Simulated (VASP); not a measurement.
Set up this calculation in VASP 6.6.1, as the native input.

- Task: single point
- Functional: PBE
- Potentials or basis: VASP PAW PBE potentials, release 64 (Cs_sv, H)
- Cutoff: 520 eV
- k mesh: 6 × 6 × 8
- Occupations: gaussian, width 0.1 eV
- Spin: no spin polarisation
- Dipole correction: no
- Further INCAR settings: ALGO = Normal; EDIFF = 1e-06; NBANDS = 20

The structure of CsH2 lies in POSCAR:

```
CsH2
1.0
    5.3367718798      0.0000000000      0.0000000000
    0.0000000000      8.2862142488      0.0000000000
    0.0000000000      0.0000000000      6.9715124669
Cs H
2 4
Direct
    0.0000000000      0.0000000000      0.0000000000
    0.5000000000      0.5000000000      0.5000000000
    0.5003961282      0.5457788915      0.0000000000
    0.9996038718      0.0457788915      0.5000000000
    0.0003961282      0.9542211085      0.5000000000
    0.4996038718      0.4542211085      0.0000000000
```

This cell differs from its parent crystal: atoms taken out.

These files were run (other wordings do the same):

INCAR

```
PREC = Accurate ; ENCUT = 520
EDIFF = 1E-6 ; ISMEAR = 0
SIGMA = 0.1 ; LREAL = F
LASPH = T ; NELM = 60
ALGO = Normal ; ISIF = 2
LWAVE = F ; LCHARG = T
GGA = PE ; LELF = T
LVHAR = T ; NBANDS = 20
```

KPOINTS

```
Automatic mesh
0
Gamma
  6 6 8
```

Potentials or basis: VASP PAW PBE potentials, release 64 (Cs_sv, H).

Run with:

```sh
$ cat potpaw_PBE.64/Cs_sv/POTCAR potpaw_PBE.64/H/POTCAR > POTCAR
$ mpirun -np 1 vasp_std > vasp.out
```

Results of the run:

```yaml
Pressure: 0.0 GPa
Largest_force: 0.009 eV/Å
Band_gap_on_the_k_mesh: zero (bands 11 and 12 overlap by 1.20 eV)
```

Caveat: the cell differs from its parent crystal (atoms taken out); spin-orbit coupling is left out, which moves the levels of the heavy elements.

Wall time 11 min on 1 thread of Intel Xeon 8259CL, on a shared host, peak memory 0.64 GiB.
